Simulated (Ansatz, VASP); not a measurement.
## Two plane-wave programs on Cu

INCAR

```
SYSTEM = Cu
ALGO = Normal
EDIFF = 1E-6
ENCUT = 520
GGA = CA
ISIF = 2
ISMEAR = 0
LASPH = .True.
LCHARG = .False.
LREAL = .False.
LWAVE = .False.
NBANDS = 12
NELM = 80
PREC = Accurate
SIGMA = 0.15
```

Contents of KPOINTS:

```
k-points
0
Gamma
  24 24 24
  0 0 0
```

File POSCAR:

```
Cu
1.0
   -1.4612021587      1.4612021587      1.2541498128
    1.4612021587     -1.4612021587      1.2541498128
    1.4612021587      1.4612021587     -1.2541498128
Cu
1
Direct
    0.0000000000      0.0000000000      0.0000000000
```

Input for Ansatz:

```yaml
crystal:
  lattice:
    - [-1.4612021587, 1.4612021587, 1.2541498128]
    - [1.4612021587, -1.4612021587, 1.2541498128]
    - [1.4612021587, 1.4612021587, -1.2541498128]
  atoms:
    - { symbol: Cu, position: [0.0, 0.0, 0.0] }
basis:
  ecutwfc: 520.0
kpoints:
  mp_grid: { grid: [24, 24, 24] }
hamiltonian:
  xc: lda
  pseudopotentials: { kind: paw, azcp: { folder: soft_1 } }
scf:
  occupations: { method: gaussian, width: 0.15 }
output:
  forces: true
  stress: true
  eigenvalues: true
```

Alike in both runs: task single point; functional LDA; k mesh 24 × 24 × 24; occupations gaussian, width 0.15 eV; no spin polarisation.

```csv
,VASP,Ansatz
version,VASP 6.6.1,Ansatz 0.2.0
potentials or method,"VASP PAW LDA potentials, release 64 (Cu), cutoff 520 eV","scalar-relativistic, plane waves, PAW"
valence electrons in the cell,11,19
```

Ansatz gave:

```
gap on the k mesh at the Fermi level (eV)                     : none
pressure (GPa)                                                : 4.7
traceless stress, the component that is largest in VASP (GPa) : 3.43
```

Task: Which values does VASP return?

Result: gap on the k mesh at the Fermi level (eV): none; pressure (GPa): 5.7; traceless stress, the component that is largest in VASP (GPa): 3.48.

Ansatz warns that its potentials were made for another functional, while VASP's fit it. LDA's correlation is that of Perdew and Zunger in VASP and of Perdew and Wang (1992) in Ansatz. A gap of «none» marks a metal or a gap that the smearing closes. VASP's potentials hold 11 valence electrons a cell and Ansatz's 19, so a difference there can come from the potentials and not from the codes.
